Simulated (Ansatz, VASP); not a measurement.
# MnO in VASP and in Ansatz

```
CELL_PARAMETERS angstrom
0.00000 2.26558 2.26558
2.26558 0.00000 2.26558
2.26558 2.26558 0.00000
ATOMIC_POSITIONS crystal
Mn 0.00000 0.00000 0.00000
O 0.50000 0.50000 0.50000
```

Change from the starting cell: volume scaled by 1.06, crystal datasets.

Alike in both runs: task electric field gradients; functional PBE; k mesh 16 × 16 × 16; occupations fermi-dirac, width 0.05 eV; collinear spin.

|  | VASP | Ansatz |
| --- | --- | --- |
| version | VASP 6.6.1 | Ansatz 0.2.0 |
| potentials or method | VASP PAW PBE potentials, release 64 (Mn_pv, O), cutoff 520 eV | all-electron PAW with datasets made for the crystal, scalar-relativistic |

```csv
,VASP,Ansatz,Ansatz less VASP
pressure (GPa),-5.9,-6.0,-0.11
net moment per atom (μB),2.44,2.44,0.000
size of the moment on the site where the two differ most (μB),4.42,4.17,-0.250
```

Site moments also hang on the region over which each program counts them. Ansatz ran all-electron here, and VASP with PAW potentials.
